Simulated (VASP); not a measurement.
Here is a VASP 6.6.1 calculation.

Contents of INCAR:

```
SYSTEM = Be3Te2S
  PREC = Accurate
  ENCUT = 520
  EDIFF = 1E-6
  ISMEAR = 0
  SIGMA = 0.01
  LREAL = .False.
  LASPH = .True.
  NELM = 100
  ALGO = Normal
  ISIF = 2
  LWAVE = .False.
  LCHARG = .False.
  GGA = PE
  NBANDS = 21
```

The input KPOINTS:

```
Automatic mesh
0
Gamma
  6 6 6
  0 0 0
```

The input POSCAR:

```
Be3Te2S
1.0
   -1.9334213612      5.7918238378      2.7193921762
    1.9334213612     -5.7918238378      2.7193921762
    1.9334213612      5.7918238378     -2.7193921762
S Be Te
1 3 2
Direct
   -0.0001509540     -0.0001509540      0.0000000000
    0.2083419947      0.7083419947      0.5000000000
    0.6223379212      0.7719797434      0.8503581779
    0.9216215655      0.7719797434      0.1496418221
    0.3348696586     -0.0010752637      0.3359449223
    0.6629798139     -0.0010752637      0.6640550777
```

Potentials or basis: VASP PAW PBE potentials, release 64 (S, Be, Te).

Command:

```bash
$ cat potpaw_PBE.64/S/POTCAR potpaw_PBE.64/Be/POTCAR potpaw_PBE.64/Te/POTCAR > POTCAR
$ mpirun -np 1 vasp_std > vasp.out
```

Predict the band gap on the k mesh.

1.78 eV (least direct gap 1.79 eV).

Estimate the pressure.

-1.7 GPa.

Forces in eV/Å, atoms in the order of the input:
```
S    0.000  0.000 -0.049
Be   0.000  0.000  0.032
Be   0.000  0.016 -0.007
Be   0.000 -0.016 -0.007
Te   0.000  0.008  0.015
Te   0.000 -0.008  0.015
```

Caveat: spin-orbit coupling is left out, which moves the levels of the heavy elements. A k mesh can miss the band edges.
